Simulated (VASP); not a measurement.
Nb4H, 5 atoms in the cell. The cell holds a slab with vacuum, 5 atoms: a = 2.927 Å, b = 4.139 Å, c = 21.258 Å, α = 90.00°, β = 90.00°, γ = 90.00°. 

| Item | Value |
| --- | --- |
| Program | VASP 6.6.1 |
| Task | single point |
| Functional | LDA |
| Potentials or basis | VASP PAW LDA potentials, release 64 (Nb_sv, H) |
| Cutoff | 520 eV |
| k mesh | 9 × 7 × 1 |
| Occupations | gaussian, width 0.1 eV |
| Spin | no spin polarisation |
| Dipole correction | yes |
| Further INCAR settings | ALGO = Normal; EDIFF = 1e-06; NBANDS = 34 |

Potentials or basis: VASP PAW LDA potentials, release 64 (Nb_sv, H).

Launch:

```sh
$ cat potpaw_LDA.64/Nb_sv/POTCAR potpaw_LDA.64/H/POTCAR > POTCAR
$ mpirun -np 1 vasp_std > vasp.out
```

Hardware: 1 thread of Intel Xeon 6975P-C (shared host).

Q: How long does it take, and how much memory?

A: It took 4.6 min on 1 thread of Intel Xeon 6975P-C, on a shared host, peak memory 0.35 GiB. Counts: scf iterations 28, k points 20.
